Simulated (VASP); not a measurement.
Set up this calculation in VASP 6.6.1, as the native input.

```
Task                               : single point
Functional                         : HSE06
Potentials or basis                : VASP PAW PBE potentials, release 64 (K_sv, F)
Cutoff                             : 520 eV
k mesh                             : 6 × 6 × 6
Occupations                        : gaussian, width 0.01 eV
Spin                               : no spin polarisation
Dipole correction                  : no
Grid for exact exchange (PRECFOCK) : Normal
Further INCAR settings             : ALGO = Normal; EDIFF = 1e-06; NBANDS = 15
Share of exact exchange            : 0.25
Screening parameter                : 0.2079 1/Å
```

KF:

```
K F
1.0
     3.22655    0.00000    0.00000
     0.00000    3.22655    0.00000
     0.00000    0.00000    3.17887
K F
1 1
Direct
  0.00000 0.00000 0.00000
  0.50000 0.50000 0.50000
```

This cell differs from its parent crystal: biaxial xy strain +1.5%.

One way to write it, as run:

POSCAR

```
KF
1.0
    3.2265538034      0.0000000000      0.0000000000
    0.0000000000      3.2265538034      0.0000000000
    0.0000000000      0.0000000000      3.1788707423
K F
1 1
Direct
    0.0000000000      0.0000000000      0.0000000000
    0.5000000000      0.5000000000      0.5000000000
```

INCAR.step1

```
ALGO     = Normal         # electronic algorithm
EDIFF    = 1E-5           # SCF threshold, eV
ENCUT    = 520            # plane-wave cutoff, eV
GGA      = PE             # functional
ISIF     = 2              # what is computed and relaxed
ISMEAR   = 0              # smearing method
LASPH    = True           # aspherical terms in the spheres
LCHARG   = False          # write CHGCAR
LREAL    = False          # projectors in reciprocal space
LWAVE    = True           # write WAVECAR
NBANDS   = 15             # bands
NELM     = 100            # most SCF steps
PREC     = Accurate       # precision mode
SIGMA    = 0.01           # smearing width, eV
```

INCAR.step2

```
ALGO     = Normal         # electronic algorithm
EDIFF    = 1E-6           # SCF threshold, eV
ENCUT    = 520            # plane-wave cutoff, eV
GGA      = PE             # functional
HFSCREEN = 0.2079         # screening, 1/A
ISIF     = 2              # what is computed and relaxed
ISMEAR   = 0              # smearing method
ISTART   = 1            
LASPH    = True           # aspherical terms in the spheres
LCHARG   = False          # write CHGCAR
LHFCALC  = True           # exact exchange
LREAL    = False          # projectors in reciprocal space
LWAVE    = False          # write WAVECAR
NBANDS   = 15             # bands
NELM     = 100            # most SCF steps
PREC     = Accurate       # precision mode
PRECFOCK = Normal       
SIGMA    = 0.01           # smearing width, eV
```

KPOINTS

```
k-points
0
Gamma
  6 6 6
```

Potentials or basis: VASP PAW PBE potentials, release 64 (K_sv, F).

The run is started by

```sh
$ cat potpaw_PBE.64/K_sv/POTCAR potpaw_PBE.64/F/POTCAR > POTCAR
$ cp INCAR.step1 INCAR
$ mpirun -np 1 vasp_std > vasp.out
$ cp INCAR.step2 INCAR
$ mpirun -np 1 vasp_std > vasp.out
```

It gave:

```yaml
Pressure: 0.5 GPa
Band_gap_on_the_k_mesh: 8.62 eV (least direct gap 8.66 eV)
```

Caveat: the cell differs from its parent crystal (biaxial xy strain +1.5%); the structure was generated, so it needn't be the stable form of KF; the PAW data sets were made with another functional, which shifts forces and pressure a little.

Wall time 18 min on 1 thread of Intel(R) Xeon(R) 6975P-C (Granite Rapids), on a shared host, peak memory 0.27 GiB.
